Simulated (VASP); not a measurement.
# P (Imma) in VASP: single point with PBE-based screened hybrid with 25 % exact exchange

Aim: the single point of P with PBE-based screened hybrid with 25 % exact exchange.

Program: VASP 6.6.1. These are calculated values, not measurements. Logs are shortened: lines on timing, memory, paths and dates and some standing lists are left out, and cuts for length are marked.

### 1 The cell of the first run

Symmetry: Imma, No. 74, orthorhombic system. Conventional cell: a = 3.383 Å, b = 5.030 Å, c = 3.718 Å, α = 90.00°, β = 90.00°, γ = 90.00°. P (site symmetry mm2) has 6 P at 2.24 to 2.82 Å within 3.0 Å.

### 2 Single point, PBE-based screened hybrid with 25 % exact exchange

The input, POSCAR:

```
P
1.0
   -1.6915100431      2.5151650373      1.8589441358
    1.6915100431     -2.5151650373      1.8589441358
    1.6915100431      2.5151650373     -1.8589441358
P
2
Direct
    0.6966908900      0.9466908900      0.7500000000
    0.3033091100      0.0533091100      0.2500000000
```

The input, INCAR.step1:

```
PREC = Accurate
ENCUT = 520
EDIFF = 1E-5
ISMEAR = -1
SIGMA = 0.05
LREAL = F
LASPH = T
NELM = 60
ALGO = Normal
ISIF = 2
LWAVE = T
LCHARG = F
GGA = PE
NBANDS = 12
```

The input, INCAR.step2:

```
PREC = Accurate
ENCUT = 520
EDIFF = 1E-7
ISMEAR = -1
SIGMA = 0.05
LREAL = F
LASPH = T
NELM = 60
ALGO = Normal
ISIF = 2
LWAVE = F
LCHARG = F
GGA = PE
LHFCALC = T
AEXX = 0.25
HFSCREEN = 0.3
PRECFOCK = Normal
ISTART = 1
NBANDS = 12
```

The input, KPOINTS:

```
Automatic mesh
0
Gamma
  6 6 6
```

Potentials or basis: VASP PAW PBE potentials, release 64 (P).

Launch:

```sh
> cat potpaw_PBE.64/P/POTCAR > POTCAR
> cp INCAR.step1 INCAR
> mpirun -np 1 vasp_std > vasp.out
> cp INCAR.step2 INCAR
> mpirun -np 1 vasp_std > vasp.out
```

OUTCAR:

```text
PREC = Accurate
   ENCUT = 520
   EDIFF = 1E-7
   ISMEAR = -1
   LREAL = F
   LASPH = T
   NELM = 60
   ISIF = 2
   GGA = PE
   LHFCALC = T
   AEXX = 0.25
   HFSCREEN = 0.3
   PRECFOCK = Normal
   ISTART = 1

 ion  position               nearest neighbor table
   1  0.697  0.947  0.750-   2 2.24   2 2.24   2 2.55   2 2.55   2 2.82   2 2.82
   2  0.303  0.053  0.250-   1 2.24   1 2.24   1 2.55   1 2.55   1 2.82   1 2.82

  LATTYP: Found a body centered orthorhombic cell.
 ALAT       =     3.3830200862
 B/A-ratio  =     1.0989849829
 C/A-ratio  =     1.4869347348

  Lattice vectors:

 A1 = (   1.6915100431,  -2.5151650373,  -1.8589441358)
 A2 = (  -1.6915100431,  -2.5151650373,   1.8589441358)
 A3 = (  -1.6915100431,   2.5151650373,  -1.8589441358)

Analysis of symmetry for initial positions (statically):
=====================================================================
 Subroutine PRICEL returns:
 Original cell was already a primitive cell.

 Routine SETGRP: Setting up the symmetry group for a
 body centered orthorhombic supercell.

 Subroutine GETGRP returns: Found  8 space group operations
 (whereof  4 operations were pure point group operations)
 out of a pool of  8 trial point group operations.

The static configuration has the point symmetry C_2h.
 The point group associated with its full space group is D_2h.

Analysis of symmetry for dynamics (positions and initial velocities):
=====================================================================
 Subroutine PRICEL returns:
 Original cell was already a primitive cell.

 Routine SETGRP: Setting up the symmetry group for a
 body centered orthorhombic supercell.

 Subroutine GETGRP returns: Found  8 space group operations
 (whereof  4 operations were pure point group operations)
 out of a pool of  8 trial point group operations.

The dynamic configuration has the point symmetry C_2h.
 The point group associated with its full space group is D_2h.

 Subroutine INISYM returns: Found  8 space group operations
 (whereof  4 operations are pure point group operations),
 and found     1 'primitive' translations

----------------------------------------------------------------------------------------

                                     Primitive cell

  volume of cell :      31.6350

  direct lattice vectors                    reciprocal lattice vectors
    -1.691510043  2.515165037  1.858944136     0.000000000  0.198794112  0.268969890
     1.691510043 -2.515165037  1.858944136     0.295593870  0.000000000  0.268969890
     1.691510043  2.515165037 -1.858944136     0.295593870  0.198794112  0.000000000

  length of vectors
     3.555690466  3.555690466  3.555690466     0.334460612  0.399650520  0.356223013

  position of ions in fractional coordinates (direct lattice)
     0.696690890  0.946690890  0.750000000
     0.303309110  0.053309110  0.250000000

  ion indices of the primitive-cell ions
   primitive index   ion index
                 1           1
                 2           2

----------------------------------------------------------------------------------------

 KPOINTS: Automatic mesh

Automatic generation of k-mesh.
 Grid dimensions read from file:
 generate k-points for:    6    6    6

 Generating k-lattice:

  Cartesian coordinates                     Fractional coordinates (reciprocal lattice)
     0.000000000  0.033132352  0.044828315     0.166666667 -0.000000000  0.000000000
     0.049265645  0.000000000  0.044828315    -0.000000000  0.166666667  0.000000000
     0.049265645  0.033132352  0.000000000     0.000000000  0.000000000  0.166666667

  Length of vectors
     0.055743435  0.066608420  0.059370502

  Shift w.r.t. Gamma in fractional coordinates (k-lattice)
     0.000000000  0.000000000  0.000000000

 Subroutine IBZKPT returns following result:
 ===========================================

 Found     46 irreducible k-points:

 Following reciprocal coordinates:
            Coordinates               Weight
  0.000000  0.000000  0.000000      1.000000
  0.166667  0.000000  0.000000      4.000000
  0.333333  0.000000 -0.000000      4.000000
  0.500000 -0.000000  0.000000      2.000000
  0.000000  0.166667  0.000000      4.000000
  0.166667  0.166667  0.000000      8.000000
[... 16 lines left out ...]
 -0.166667  0.166667  0.166667      2.000000
  0.166667  0.333333  0.166667      4.000000
 [... further k-points ...]
   k-points           NKPTS =     46   k-points in BZ     NKDIM =    216   number of bands    NBANDS=     12
   number of dos      NEDOS =    301   number of ions     NIONS =      2
   total plane-waves  NPLWV =  21952
   dimension x,y,z NGX =    28 NGY =   28 NGZ =   28
   dimension x,y,z NGXF=    56 NGYF=   56 NGZF=   56
   ions per type =               2
   NGX,Y,Z   is equivalent  to a cutoff of  13.09, 13.09, 13.09 a.u.
   NGXF,Y,Z  is equivalent  to a cutoff of  26.18, 26.18, 26.18 a.u.
 SYSTEM =  unknown system
   PREC   = accura    normal or accurate (medium, high low for compatibility)
   ISTART =      1    job   : 0-new  1-cont  2-samecut
   ICHARG =      0    charge: 1-file 2-atom 10-const
   ISPIN  =      1    spin polarized calculation?
   LNONCOLLINEAR =      F non collinear calculations
   LSORBIT =      F    spin-orbit coupling
   LASPH  =      T    aspherical Exc in radial PAW
   ENCUT  =  520.0 eV  38.22 Ry    6.18 a.u.   6.61  6.61  6.61*2*pi/ulx,y,z
   NELM   =     60;   NELMIN=  2; NELMDL=  0     # of ELM steps
   EDIFF  = 0.1E-06   stopping-criterion for ELM
   LREAL  =      F    real-space projection
   EDIFFG = 0.1E-05   stopping-criterion for IOM
   NSW    =      0    number of steps for IOM
   IBRION =     -1    ionic relax: 0-MD 1-quasi-New 2-CG
   NFREE  =      0    steps in history (QN), initial steepest desc. (CG)
   ISIF   =      2    stress and relaxation
   ISYM   =      3    0-nonsym 1-usesym 2-fastsym
   POTIM  = 0.5000    time-step for ionic-motion
   TEBEG  =    0.0;   TEEND  =   0.0 temperature during run
   PSTRESS=    0.0 pullay stress
   NELECT =      10.0000    total number of electrons
   NUPDOWN=      -1.0000    fix difference up-down
   EMIN   =  10.00;   EMAX   =-10.00  energy-range for DOS
   EFERMI =   0.00;   METHOD = LEGACY
   ISMEAR =    -1;   SIGMA  =   0.05  broadening in eV -4-tet -1-fermi 0-gaus
   EFERMI_NEDOS =   21; number of points for ismear=-14 and -15
   IALGO  =     38    algorithm
   IMIX   =      1    mixing-type and parameters
     AMIX     =   0.40;   BMIX     =  1.00
     AMIX_MAG =   1.60;   BMIX_MAG =  1.00
  volume/ion in A,a.u.               =      15.82       106.74
  Fermi-wavevector in a.u.,A,eV,Ry     =   1.115199  2.107421 16.921141  1.243669
  Thomas-Fermi vector in A             =   2.251801
   LORBIT       =      0    0 simple, 1 ext, 2 COOP (PROOUT), +10 PAW based schemes
   GGA     = PE    functional components
   LHFCALC =     T    Hartree Fock is set to
   PRECFOCK=normal    Normal, Fast or Accurate (Low or Medium for compatibility)
   ENCUT4O =  -1.0   cutoff for four orbital integrals eV
   NKREDX  =     1    reduce k-point grid by
   NKREDY  =     1    reduce k-point grid by
   NKREDZ  =     1    reduce k-point grid by
   AEXX    =    0.2500 exact exchange contribution
   HFSCREEN=    0.3000 screening length (either q_TF or 0.3 A-1)
   HFSCREENC=   0.3000 screening length for correlation (either q_TF or 0.3 A-1)
   ENCUTFOCK=  -1.0 apply spherical cutoff to Coloumb kernel
   IVDW    =     0    specifies the selected vdW correction
   LEPSILON=     F    determine dielectric tensor
   LRPA    =     F    only Hartree local field effects (RPA)
 non-spin polarized calculation
  energy-cutoff  :      520.00
  volume of cell :       31.63
 maximum number of plane-waves:       868
 NGX is ok and might be reduce to    28
  NGX = 20; NGY = 20; NGZ = 20

 number of electron       9.9999999 magnetization

 number of electron      10.0000000 magnetization

 Free energy of the ion-electron system (eV)
  ---------------------------------------------------
  ext. energy  EPLUGINS =         0.00000000
  ---------------------------------------------------
  free energy    TOTEN  =       -12.27280935 eV

  energy without entropy =      -12.26939672  energy(sigma->0) =      -12.27110304

 E-fermi :   8.8932     XC(G=0):  -9.1188

 val. band max:        8.8890490490   @ k =   0.5000   0.5000   0.0000
 cond. band min:       9.3118246456   @ k =   0.5000   0.5000   0.5000
 fundamental gap:      0.4227755966
 Fermi energy:         8.8932240654

 k-point     1 :       0.0000    0.0000    0.0000
  band No.  band energies     occupation
      1      -9.2546      2.00000
      2       5.3940      2.00000
      3       5.5938      2.00000
      4       5.6731      2.00000
      5       6.4424      2.00000
      6      10.6822      0.00000
      7      11.7895      0.00000
      8      13.7056      0.00000
      9      14.6149      0.00000
     10      15.9804      0.00000
     11      16.3183      0.00000
     12      16.5983      0.00000

 k-point     2 :       0.1667    0.0000    0.0000
  band No.  band energies     occupation
      1      -8.8280      2.00000
      2       1.9637      2.00000
      3       5.5417      2.00000
      4       6.1026      2.00000
      5       7.9612      2.00000
      6      11.0186      0.00000
      7      11.4690      0.00000
      8      12.2163      0.00000
      9      14.7972      0.00000
     10      15.4860      0.00000
     11      15.9489      0.00000
     12      19.4867      0.00000

 k-point     3 :       0.3333    0.0000   -0.0000
  band No.  band energies     occupation
      1      -7.6236      2.00000
      2      -1.5032      2.00000
      3       5.3344      2.00000
      4       6.3126      2.00000
      5       8.0797      2.00000
      6       9.8796      0.00000
      7      10.5973      0.00000
      8      11.3549      0.00000
      9      16.6664      0.00000
     10      17.2123      0.00000
     11      17.9303      0.00000
     12      23.5059      0.00000

 k-point     4 :       0.5000   -0.0000    0.0000
  band No.  band energies     occupation
      1      -6.4751      2.00000
      2      -3.4475      2.00000
      3       5.2548      2.00000
      4       6.9816      2.00000
      5       7.1289      2.00000
      6       9.6651      0.00000
      7      10.0002      0.00000
      8      10.9986      0.00000
      9      18.7528      0.00000
     10      19.1510      0.00000
     11      20.6481      0.00000
     12      21.8658      0.00000

 k-point     5 :       0.0000    0.1667    0.0000
  band No.  band energies     occupation
      1      -8.6205      2.00000
      2       2.4308      2.00000
      3       4.2919      2.00000
      4       5.2130      2.00000
      5       7.7998      2.00000
      6      11.0523      0.00000
      7      11.2269      0.00000
      8      13.7966      0.00000
      9      14.3314      0.00000
     10      15.9520      0.00000
     11      17.1681      0.00000
     12      17.4237      0.00000
[... 228 lines left out ...]
      1      -6.2474      2.00000
      2      -1.5540      2.00000
      3       1.6206      2.00000
      4       3.6388      2.00000
      5       7.1658      2.00000
      6      10.3139      0.00000
      7      12.9775      0.00000
      8      14.1115      0.00000
      9      16.1998      0.00000
     10      18.9186      0.00000
     11      19.9380      0.00000
     12      21.9574      0.00000

 k-point    22 :       0.3333    0.1667    0.1667
  band No.  band energies     occupation
      1      -5.1324      2.00000
      2      -2.8054      2.00000
      3       0.8624      2.00000
      4       3.0556      2.00000
      5       8.1404      2.00000
      6       9.3353      0.00029
      7      14.8695      0.00000
      8      15.3009      0.00000
      9      16.1203      0.00000
     10      17.2067      0.00000
     11      20.7537      0.00000
     12      23.0209      0.00000

 k-point    23 :      -0.1667    0.1667    0.1667
  band No.  band energies     occupation
      1      -7.8208      2.00000
      2       0.1628      2.00000
      3       4.2455      2.00000
      4       6.0679      2.00000
      5       7.0633      2.00000
      6      10.0796      0.00000
      7      10.9493      0.00000
      8      12.0386      0.00000
      9      14.0806      0.00000
     10      17.1677      0.00000
     11      18.6391      0.00000
     12      18.7973      0.00000

 k-point    24 :       0.1667    0.3333    0.1667
  band No.  band energies     occupation
      1      -4.3075      2.00000
      2      -2.9635      2.00000
      3       0.7096      2.00000
      4       1.7215      2.00000
      5       6.6205      2.00000
      6      11.0429      0.00000
      7      13.0232      0.00000
      8      16.8943      0.00000
      9      17.3371      0.00000
     10      18.1365      0.00000
     11      21.7267      0.00000
     12      23.7376      0.00000

 [... further k-points ...]
[... 5 lines left out ...]
  --------------------------------------------------------------------------------------
  -------------------------------------------------------------------------------------
  Total       -0.2177861      0.0412505     -0.1094102      0.0000000      0.0000000      0.0000000
  in kB      -11.0299453      2.0891637     -5.5411649      0.0000000      0.0000000      0.0000000
  external PRESSURE =      -4.8273155 kB  Pullay stress =       0.0000000 kB

 VOLUME and BASIS-vectors are now :
 -----------------------------------------------------------------------------
  energy-cutoff  :      520.00
  volume of cell :       31.63
      direct lattice vectors                 reciprocal lattice vectors
    -1.691510043  2.515165037  1.858944136     0.000000000  0.198794112  0.268969890
     1.691510043 -2.515165037  1.858944136     0.295593870  0.000000000  0.268969890
     1.691510043  2.515165037 -1.858944136     0.295593870  0.198794112  0.000000000

 POSITION                                       TOTAL-FORCE (eV/Angst)
 -----------------------------------------------------------------------------------
      1.69151      1.25758      1.66075         0.000000      0.000000     -0.062773
      0.00000      1.25758      0.19820        -0.000000     -0.000000      0.062773
 -----------------------------------------------------------------------------------
    total drift:                                0.000000      0.000000      0.000000

  FREE ENERGIE OF THE ION-ELECTRON SYSTEM (eV)
  ---------------------------------------------------
  free  energy   TOTEN  =       -12.2728093459 eV

  energy  without entropy=      -12.2693967245  energy(sigma->0) =      -12.27110304
```

Wall time 55 min (1 thread of Intel Xeon 8259CL, shared host); peak memory 0.26 GiB.

What came out:

```yaml
Free_energy: -12.2728 eV
Pressure: -0.5 GPa
Largest_force: 0.063 eV/Å
Band_gap_on_the_k_mesh: zero (bands 5 and 6 overlap by 0.81 eV)
```

Forces on the atoms (eV/Å):
```
P    0.000  0.000 -0.063
P    0.000  0.000  0.063
```

Caveat: the k points lie up to 0.37 Å⁻¹ apart, too coarse for converged energies and pressures of a metal; the PAW data sets were made with another functional, which shifts forces and pressure a little.
